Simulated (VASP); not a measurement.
Write the native input for VASP 6.6.1 that does the following.

- Task: single point
- Functional: r2SCAN
- Potentials or basis: VASP PAW PBE potentials, release 64 (B)
- Cutoff: 520 eV
- k mesh: 9 × 9 × 9
- Occupations: gaussian, width 0.02 eV
- Spin: no spin polarisation
- Dipole correction: no
- Further INCAR settings: ALGO = Normal; EDIFF = 1e-07; NBANDS = 30

B:

```
CELL_PARAMETERS angstrom
2.42305 1.39895 4.13395
-2.42305 1.39895 4.13395
0.00000 -2.79790 4.13395
ATOMIC_POSITIONS crystal
B 0.01035 0.65374 0.01035
B 0.01035 0.01035 0.65374
B 0.65374 0.01035 0.01035
B 0.98965 0.34626 0.98965
B 0.34626 0.98965 0.98965
B 0.98965 0.98965 0.34626
B 0.22162 0.63013 0.22162
B 0.22162 0.22162 0.63013
B 0.63013 0.22162 0.22162
B 0.77838 0.36987 0.77838
B 0.36987 0.77838 0.77838
B 0.77838 0.77838 0.36987
```

This cell differs from its parent crystal: volume scaled by 0.97, then relaxed in part.

These files were run (other wordings do the same):

POSCAR

```
B
1.0
    2.4230526452      1.3989500970      4.1339456347
   -2.4230526452      1.3989500970      4.1339456347
    0.0000000000     -2.7979001939      4.1339456347
B
12
Direct
    0.0103497057      0.6537435638      0.0103497057
    0.0103497057      0.0103497057      0.6537435638
    0.6537435638      0.0103497057      0.0103497057
    0.9896502943      0.3462564362      0.9896502943
    0.3462564362      0.9896502943      0.9896502943
    0.9896502943      0.9896502943      0.3462564362
    0.2216208038      0.6301329111      0.2216208038
    0.2216208038      0.2216208038      0.6301329111
    0.6301329111      0.2216208038      0.2216208038
    0.7783791962      0.3698670889      0.7783791962
    0.3698670889      0.7783791962      0.7783791962
    0.7783791962      0.7783791962      0.3698670889
```

INCAR.step1

```
SYSTEM = B
PREC = Accurate
ENCUT = 520
ISMEAR = 0
SIGMA = 0.02
LREAL = .False.
LASPH = .True.
NELM = 100
NBANDS = 30
GGA = PE
ALGO = Normal
EDIFF = 1E-4
LWAVE = .True.
LCHARG = .False.
```

INCAR.step2

```
SYSTEM = B
PREC = Accurate
ENCUT = 520
EDIFF = 1E-7
ISMEAR = 0
SIGMA = 0.02
LREAL = .False.
LASPH = .True.
NELM = 100
ALGO = Normal
ISIF = 2
LWAVE = .False.
LCHARG = .False.
METAGGA = R2SCAN
LMIXTAU = .True.
NBANDS = 30
ISTART = 1
```

KPOINTS

```
regular mesh
0
Gamma
  9 9 9
  0 0 0
```

Potentials or basis: VASP PAW PBE potentials, release 64 (B).

Run with:

```sh
$ cat potpaw_PBE.64/B/POTCAR > POTCAR
$ cp INCAR.step1 INCAR
$ mpirun -np 1 vasp_std > vasp.out
$ cp INCAR.step2 INCAR
$ mpirun -np 1 vasp_std > vasp.out
```

It gave:

* Pressure: 7.2 GPa
* Largest force: 0.027 eV/Å
* Band gap on the k mesh: 1.51 eV, indirect (least direct gap 1.87 eV)

Caveat: the PAW data sets were made with another functional, which shifts forces and pressure a little.

It took 13 min on 1 thread of AMD EPYC 7R43 64-Core Processor (Zen 3), with other jobs on the host, peak memory 0.29 GiB.
